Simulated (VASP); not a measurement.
# K (Im-3m) in VASP: further runs

K is run at these levels: PBE; tasks: single point.

Everything below comes from runs of VASP 6.6.1. Logs are shortened: lines on timing, memory, paths and dates and some standing lists are left out, and cuts for length are marked.

## Step 1: The cell of the first run

It takes space group Im-3m (No. 229, cubic). Conventional cell: a = 5.230 Å, b = 5.230 Å, c = 5.230 Å, α = 90.00°, β = 90.00°, γ = 90.00°.

## Step 2: Single point, PBE

Contents of INCAR:

```
SYSTEM = K
PREC = Accurate ; ENCUT = 520
EDIFF = 1E-6 ; ISMEAR = 0
SIGMA = 0.05 ; LREAL = .FALSE.
LASPH = .TRUE. ; NELM = 60
ALGO = Normal ; ISIF = 2
LWAVE = .FALSE. ; LCHARG = .FALSE.
GGA = PE ; NBANDS = 10
```

Contents of KPOINTS:

```
regular mesh
0
G
  12 12 12
  0 0 0
```

Contents of POSCAR:

```
K
1.0
   -2.6150000000      2.6150000000      2.6150000000
    2.6150000000     -2.6150000000      2.6150000000
    2.6150000000      2.6150000000     -2.6150000000
K
1
Direct
    0.0000000000      0.0000000000      0.0000000000
```

Potentials or basis: VASP PAW PBE potentials, release 64 (K_sv).

The run is started by

```sh
cat potpaw_PBE.64/K_sv/POTCAR > POTCAR
mpirun -np 1 vasp_std > vasp.out
```

OUTCAR:

```text
SYSTEM = K
   PREC = Accurate
   ENCUT = 520
   EDIFF = 1E-6
   ISMEAR = 0
   LREAL = .FALSE.
   LASPH = .TRUE.
   NELM = 60
   ISIF = 2
   GGA = PE

 ion  position               nearest neighbor table
   1  0.000  0.000  0.000-

  LATTYP: Found a body centered cubic cell.
 ALAT       =     5.2300000000

  Lattice vectors:

 A1 = (  -2.6150000000,   2.6150000000,   2.6150000000)
 A2 = (   2.6150000000,  -2.6150000000,   2.6150000000)
 A3 = (   2.6150000000,   2.6150000000,  -2.6150000000)

Analysis of symmetry for initial positions (statically):
=====================================================================
 Subroutine PRICEL returns:
 Original cell was already a primitive cell.

 Routine SETGRP: Setting up the symmetry group for a
 body centered cubic supercell.

 Subroutine GETGRP returns: Found 48 space group operations
 (whereof 48 operations were pure point group operations)
 out of a pool of 48 trial point group operations.

The static configuration has the point symmetry O_h .

Analysis of symmetry for dynamics (positions and initial velocities):
=====================================================================
 Subroutine PRICEL returns:
 Original cell was already a primitive cell.

 Routine SETGRP: Setting up the symmetry group for a
 body centered cubic supercell.

 Subroutine GETGRP returns: Found 48 space group operations
 (whereof 48 operations were pure point group operations)
 out of a pool of 48 trial point group operations.

The dynamic configuration has the point symmetry O_h .

 Subroutine INISYM returns: Found 48 space group operations
 (whereof 48 operations are pure point group operations),
 and found     1 'primitive' translations

----------------------------------------------------------------------------------------

                                     Primitive cell

  volume of cell :      71.5278

  direct lattice vectors                    reciprocal lattice vectors
    -2.615000000  2.615000000  2.615000000     0.000000000  0.191204589  0.191204589
     2.615000000 -2.615000000  2.615000000     0.191204589  0.000000000  0.191204589
     2.615000000  2.615000000 -2.615000000     0.191204589  0.191204589  0.000000000

  length of vectors
     4.529312862  4.529312862  4.529312862     0.270404123  0.270404123  0.270404123

  position of ions in fractional coordinates (direct lattice)
     0.000000000  0.000000000  0.000000000

  ion indices of the primitive-cell ions
   primitive index   ion index
                 1           1

----------------------------------------------------------------------------------------

 KPOINTS: regular mesh

Automatic generation of k-mesh.
 Grid dimensions read from file:
 generate k-points for:   12   12   12

 Generating k-lattice:

  Cartesian coordinates                     Fractional coordinates (reciprocal lattice)
     0.000000000  0.015933716  0.015933716     0.083333333  0.000000000  0.000000000
     0.015933716  0.000000000  0.015933716     0.000000000  0.083333333  0.000000000
     0.015933716  0.015933716  0.000000000     0.000000000  0.000000000  0.083333333

  Length of vectors
     0.022533677  0.022533677  0.022533677

  Shift w.r.t. Gamma in fractional coordinates (k-lattice)
     0.000000000  0.000000000  0.000000000

 Subroutine IBZKPT returns following result:
 ===========================================

 Found     72 irreducible k-points:

 Following reciprocal coordinates:
            Coordinates               Weight
  0.000000  0.000000  0.000000      1.000000
  0.083333  0.000000  0.000000     12.000000
  0.166667  0.000000  0.000000     12.000000
  0.250000  0.000000  0.000000     12.000000
  0.333333  0.000000  0.000000     12.000000
  0.416667  0.000000  0.000000     12.000000
[... 16 lines left out ...]
  0.333333  0.083333  0.083333     24.000000
  0.416667  0.083333  0.083333     12.000000
 [... further k-points ...]
   k-points           NKPTS =     72   k-points in BZ     NKDIM =     72   number of bands    NBANDS=     10
   number of dos      NEDOS =    301   number of ions     NIONS =      1
   total plane-waves  NPLWV =  46656
   dimension x,y,z NGX =    36 NGY =   36 NGZ =   36
   dimension x,y,z NGXF=    72 NGYF=   72 NGZF=   72
   ions per type =               1
   NGX,Y,Z   is equivalent  to a cutoff of  13.21, 13.21, 13.21 a.u.
   NGXF,Y,Z  is equivalent  to a cutoff of  26.43, 26.43, 26.43 a.u.
 SYSTEM =  K
   PREC   = accura    normal or accurate (medium, high low for compatibility)
   ISTART =      0    job   : 0-new  1-cont  2-samecut
   ICHARG =      2    charge: 1-file 2-atom 10-const
   ISPIN  =      1    spin polarized calculation?
   LNONCOLLINEAR =      F non collinear calculations
   LSORBIT =      F    spin-orbit coupling
   LASPH  =      T    aspherical Exc in radial PAW
   ENCUT  =  520.0 eV  38.22 Ry    6.18 a.u.   8.42  8.42  8.42*2*pi/ulx,y,z
   NELM   =     60;   NELMIN=  2; NELMDL= -5     # of ELM steps
   EDIFF  = 0.1E-05   stopping-criterion for ELM
   LREAL  =      F    real-space projection
   EDIFFG = 0.1E-04   stopping-criterion for IOM
   NSW    =      0    number of steps for IOM
   IBRION =     -1    ionic relax: 0-MD 1-quasi-New 2-CG
   NFREE  =      0    steps in history (QN), initial steepest desc. (CG)
   ISIF   =      2    stress and relaxation
   ISYM   =      2    0-nonsym 1-usesym 2-fastsym
   POTIM  = 0.5000    time-step for ionic-motion
   TEBEG  =    0.0;   TEEND  =   0.0 temperature during run
   PSTRESS=    0.0 pullay stress
   NELECT =       9.0000    total number of electrons
   NUPDOWN=      -1.0000    fix difference up-down
   EMIN   =  10.00;   EMAX   =-10.00  energy-range for DOS
   EFERMI =   0.00;   METHOD = LEGACY
   ISMEAR =     0;   SIGMA  =   0.05  broadening in eV -4-tet -1-fermi 0-gaus
   EFERMI_NEDOS =   21; number of points for ismear=-14 and -15
   IALGO  =     38    algorithm
   IMIX   =      4    mixing-type and parameters
     AMIX     =   0.40;   BMIX     =  1.00
     AMIX_MAG =   1.60;   BMIX_MAG =  1.00
  volume/ion in A,a.u.               =      71.53       482.69
  Fermi-wavevector in a.u.,A,eV,Ry     =   0.820346  1.550230  9.156290  0.672968
  Thomas-Fermi vector in A             =   1.931312
   LORBIT       =      0    0 simple, 1 ext, 2 COOP (PROOUT), +10 PAW based schemes
   GGA     = PE    functional components
   LHFCALC =     F    Hartree Fock is set to
   AEXX    =    0.0000 exact exchange contribution
   IVDW    =     0    specifies the selected vdW correction
   LEPSILON=     F    determine dielectric tensor
   LRPA    =     F    only Hartree local field effects (RPA)
 non-spin polarized calculation
 Gauss-broadening in eV      SIGMA  =   0.05
  energy-cutoff  :      520.00
  volume of cell :       71.53
 maximum number of plane-waves:      1961
 NGX is ok and might be reduce to    36
   NGX = 17   NGY = 17   NGZ = 17

 number of electron       9.0000000 magnetization

 Free energy of the ion-electron system (eV)
  ---------------------------------------------------
  ext. energy  EPLUGINS =         0.00000000
  ---------------------------------------------------
  free energy    TOTEN  =        -1.04546892 eV

  energy without entropy =       -1.04385906  energy(sigma->0) =       -1.04466399

 E-fermi :  -0.0743     XC(G=0):  -5.7189

 val. band max:       -0.0905223698   @ k =   0.2500   0.2500   0.0000
 cond. band min:      -0.0241861169   @ k =   0.3333   0.1667   0.0000
 fundamental gap:      0.0663362529
 Fermi energy:        -0.0743190634

 k-point     1 :       0.0000    0.0000    0.0000
  band No.  band energies     occupation
      1     -32.1736      2.00000
      2     -15.6212      2.00000
      3     -15.6212      2.00000
      4     -15.6212      2.00000
      5      -2.2540      2.00000
      6       4.2639      0.00000
      7       4.2639      0.00000
      8       4.2639      0.00000
      9       5.1904      0.00000
     10       5.1904      0.00000

 k-point     2 :       0.0833    0.0000    0.0000
  band No.  band energies     occupation
      1     -32.1733      2.00000
      2     -15.6262      2.00000
      3     -15.6228      2.00000
      4     -15.6211      2.00000
      5      -2.1656      2.00000
      6       4.1336      0.00000
      7       4.1487      0.00000
      8       4.3351      0.00000
      9       5.0305      0.00000
     10       5.1675      0.00000

 k-point     3 :       0.1667    0.0000    0.0000
  band No.  band energies     occupation
      1     -32.1725      2.00000
      2     -15.6401      2.00000
      3     -15.6274      2.00000
      4     -15.6211      2.00000
      5      -1.9045      2.00000
      6       3.6285      0.00000
      7       3.8795      0.00000
      8       4.5467      0.00000
      9       4.9417      0.00000
     10       5.1324      0.00000

 k-point     4 :       0.2500    0.0000    0.0000
  band No.  band energies     occupation
      1     -32.1713      2.00000
      2     -15.6588      2.00000
      3     -15.6337      2.00000
      4     -15.6211      2.00000
      5      -1.4829      2.00000
      6       2.8981      0.00000
      7       3.5809      0.00000
      8       4.8926      0.00000
      9       5.0103      0.00000
     10       5.1468      0.00000
[... 222 lines left out ...]
 k-point    22 :       0.2500    0.0833    0.0833
  band No.  band energies     occupation
      1     -32.1699      2.00000
      2     -15.6780      2.00000
      3     -15.6398      2.00000
      4     -15.6255      2.00000
      5      -0.7622      2.00000
      6       2.1613      0.00000
      7       2.9254      0.00000
      8       4.9290      0.00000
      9       5.3372      0.00000
     10       5.4570      0.00000

 k-point    23 :       0.3333    0.0833    0.0833
  band No.  band energies     occupation
      1     -32.1692      2.00000
      2     -15.6872      2.00000
      3     -15.6465      2.00000
      4     -15.6258      2.00000
      5      -0.0969      1.47709
      6       1.4163      0.00000
      7       2.7776      0.00000
      8       4.7342      0.00000
      9       5.6015      0.00000
     10       5.6305      0.00000

 k-point    24 :       0.4167    0.0833    0.0833
  band No.  band energies     occupation
      1     -32.1689      2.00000
      2     -15.6904      2.00000
      3     -15.6490      2.00000
      4     -15.6259      2.00000
      5       0.5657      0.00000
      6       0.7288      0.00000
      7       2.7278      0.00000
      8       4.6264      0.00000
      9       5.7374      0.00000
     10       5.7467      0.00000

 [... further k-points ...]
[... 5 lines left out ...]
  --------------------------------------------------------------------------------------
  -------------------------------------------------------------------------------------
  Total        0.0480044      0.0480044      0.0480044     -0.0000000     -0.0000000      0.0000000
  in kB        1.0752686      1.0752686      1.0752686     -0.0000000     -0.0000000      0.0000000
  external PRESSURE =       1.0752686 kB  Pullay stress =       0.0000000 kB

 VOLUME and BASIS-vectors are now :
 -----------------------------------------------------------------------------
  energy-cutoff  :      520.00
  volume of cell :       71.53
      direct lattice vectors                 reciprocal lattice vectors
    -2.615000000  2.615000000  2.615000000     0.000000000  0.191204589  0.191204589
     2.615000000 -2.615000000  2.615000000     0.191204589  0.000000000  0.191204589
     2.615000000  2.615000000 -2.615000000     0.191204589  0.191204589  0.000000000

 POSITION                                       TOTAL-FORCE (eV/Angst)
 -----------------------------------------------------------------------------------
      0.00000      0.00000      0.00000         0.000000     -0.000000      0.000000
 -----------------------------------------------------------------------------------
    total drift:                               -0.000000      0.000000      0.000000

  FREE ENERGIE OF THE ION-ELECTRON SYSTEM (eV)
  ---------------------------------------------------
  free  energy   TOTEN  =        -1.0454689244 eV

  energy  without entropy=       -1.0438590625  energy(sigma->0) =       -1.04466399
```

Run time: 27 s. Hardware: 1 thread of Intel Xeon Platinum 8375C at 2.90GHz (Ice Lake), shared host; peak memory 0.21 GiB.

Results:

- Free energy: -1.0455 eV
- Pressure: 0.1 GPa

## Step 3: Single point, PBE

This run uses another cell than the first one, of 71.81 Å³/atom, 1.004 times its volume.

Contents of INCAR:

```
SYSTEM = K
PREC     = Accurate       ! precision mode
ENCUT    = 520            ! plane-wave cutoff, eV
EDIFF    = 1E-6           ! SCF threshold, eV
ISMEAR   = 0              ! smearing method
SIGMA    = 0.05           ! smearing width, eV
LREAL    = .False.        ! projectors in reciprocal space
LASPH    = .True.         ! aspherical terms in the spheres
NELM     = 80             ! most SCF steps
ALGO     = Normal         ! electronic algorithm
ISIF     = 2              ! what is computed and relaxed
LWAVE    = .False.        ! write WAVECAR
LCHARG   = .False.        ! write CHGCAR
GGA      = PE             ! functional
NBANDS   = 10             ! bands
```

Contents of KPOINTS:

```
regular mesh
0
Gamma
  12 12 12
  0 0 0
```

Contents of POSCAR:

```
K
1.0
   -2.6184820281      2.6184820281      2.6184820281
    2.6184820281     -2.6184820281      2.6184820281
    2.6184820281      2.6184820281     -2.6184820281
K
1
Direct
    0.0000000000      0.0000000000      0.0000000000
```

Potentials or basis: VASP PAW PBE potentials, release 64 (K_sv).

The run is started by

```sh
cat potpaw_PBE.64/K_sv/POTCAR > POTCAR
mpirun -np 1 vasp_std > vasp.out
```

It took 37 s on 1 thread of Intel Xeon Platinum 8375C at 2.90GHz (Ice Lake), shared host; peak memory 0.21 GiB.

Results (log left out):

```
Free energy : -1.0457 eV
Pressure    : 0.1 GPa
```

Levels at points of the mesh, in eV from the Fermi level:
```csv
k point,band 1,band 2,band 3,band 4,band 5,band 6,band 7,band 8,band 9
"(0.00, 0.00, 0.00)",-32.10,-15.55,-15.55,-15.55,-2.17,4.33,4.33,4.33,5.26
"(0.50, 0.00, 0.00)",-32.10,-15.62,-15.57,-15.55,0.46,0.72,3.19,4.93,5.79
"(0.50, 0.50, 0.50)",-32.09,-15.60,-15.60,-15.60,1.68,1.68,3.56,3.56,3.56
```

## Step 4: Single point, PBE

This run uses another cell than the first one, of 73.77 Å³/atom, 1.031 times its volume.

Contents of INCAR:

```
SYSTEM = K
  PREC = Accurate
  ENCUT = 520
  EDIFF = 1E-7
  ISMEAR = 0
  SIGMA = 0.05
  LREAL = .False.
  LASPH = .True.
  NELM = 100
  ALGO = Normal
  ISIF = 2
  LWAVE = .False.
  LCHARG = .False.
  GGA = PE
  NBANDS = 10
```

Contents of KPOINTS:

```
Automatic mesh
0
Gamma
  12 12 12
  0 0 0
```

Contents of POSCAR:

```
K
1.0
   -2.6420469644      2.6420469644      2.6420469644
    2.6420469644     -2.6420469644      2.6420469644
    2.6420469644      2.6420469644     -2.6420469644
K
1
Direct
    0.0000000000      0.0000000000      0.0000000000
```

The run is started by

```sh
cat potpaw_PBE.64/K_sv/POTCAR > POTCAR
mpirun -np 1 vasp_std > vasp.out
```

Run time: 37 s. Hardware: 1 thread of Intel Xeon Platinum 8375C at 2.90GHz (Ice Lake), shared host; peak memory 0.22 GiB.

The run converged. Its results:

```yaml
Free_energy: -1.0463 eV
Pressure: 0.0 GPa
```

Levels at points of the mesh, in eV from the Fermi level:
```tsv
k point	band 2	band 3	band 4	band 5	band 6	band 7
(0.00, 0.00, 0.00)	-15.57	-15.57	-15.57	-2.14	4.31	4.31
(0.50, 0.00, 0.00)	-15.63	-15.59	-15.57	0.46	0.70	3.18
(0.50, 0.50, 0.50)	-15.62	-15.62	-15.62	1.69	1.69	3.49
```

## Step 5: Summary

| cell | gap on the mesh (eV) | pressure (GPa) |
| --- | --- | --- |
| a = 4.529 Å, angles 109.5°, 1 atom | none | 0.1 |
| a = 4.535 Å, angles 109.5°, 1 atom | none | 0.1 |
| a = 4.576 Å, angles 109.5°, 1 atom | none | 0.0 |

Alike in all rows: task single point; level PBE; potentials or basis VASP PAW PBE potentials, release 64 (K_sv); no spin polarisation; k mesh 12 × 12 × 12; cutoff (eV) 520; smearing gaussian 0.05 eV.

Total energies depend on the potentials used, so only differences within one code and one set of settings carry meaning.
